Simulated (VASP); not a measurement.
Write the native input for VASP 6.6.1 that does the following.

```
Task                   : single point
Functional             : LDA
Potentials or basis    : VASP PAW LDA potentials, release 64 (Ta_pv, F)
Cutoff                 : 600 eV
k mesh                 : 8 × 8 × 8
Occupations            : fermi-dirac, width 0.15 eV
Spin                   : no spin polarisation
Dipole correction      : no
Further INCAR settings : ALGO = Normal; EDIFF = 1e-06; NBANDS = 24
```

The structure of TaF3 lies in POSCAR:

```
TaF3
1.0
    4.1666460000      0.0000000000      0.0000000000
    0.0000000000      4.1666460000      0.0000000000
    0.0000000000      0.0000000000      4.1666460000
Ta F
1 3
Direct
    0.0000000000      0.0000000000      0.0000000000
    0.0000000000      0.5000000000      0.0000000000
    0.5000000000      0.0000000000      0.0000000000
    0.0000000000      0.0000000000      0.5000000000
```

One way to write it, as run:

INCAR

```
ALGO = Normal
EDIFF = 1E-6
ENCUT = 600
GGA_COMPAT = F
ISIF = 2
ISMEAR = -1
LASPH = T
LCHARG = T
LELF = T
LREAL = F
LVHAR = T
LWAVE = F
NBANDS = 24
NELM = 120
PREC = Accurate
SIGMA = 0.15
```

KPOINTS

```
k-points
0
Gamma
  8 8 8
```

Potentials or basis: VASP PAW LDA potentials, release 64 (Ta_pv, F).

The run is started by

```console
$ cat potpaw_LDA.64/Ta_pv/POTCAR potpaw_LDA.64/F/POTCAR > POTCAR
$ mpirun -np 1 vasp_std > vasp.out
```

Results of the run:

| Quantity | Value |
| --- | --- |
| Pressure | -9.4 GPa |
| Band gap on the k mesh | zero (bands 16 and 17 overlap by 2.13 eV) |

Caveat: the cell stands under tension; spin-orbit coupling is left out, which moves the levels of the heavy elements.

Wall time 54 s on 1 thread of Intel Xeon 8259CL, on a shared host, peak memory 0.22 GiB.
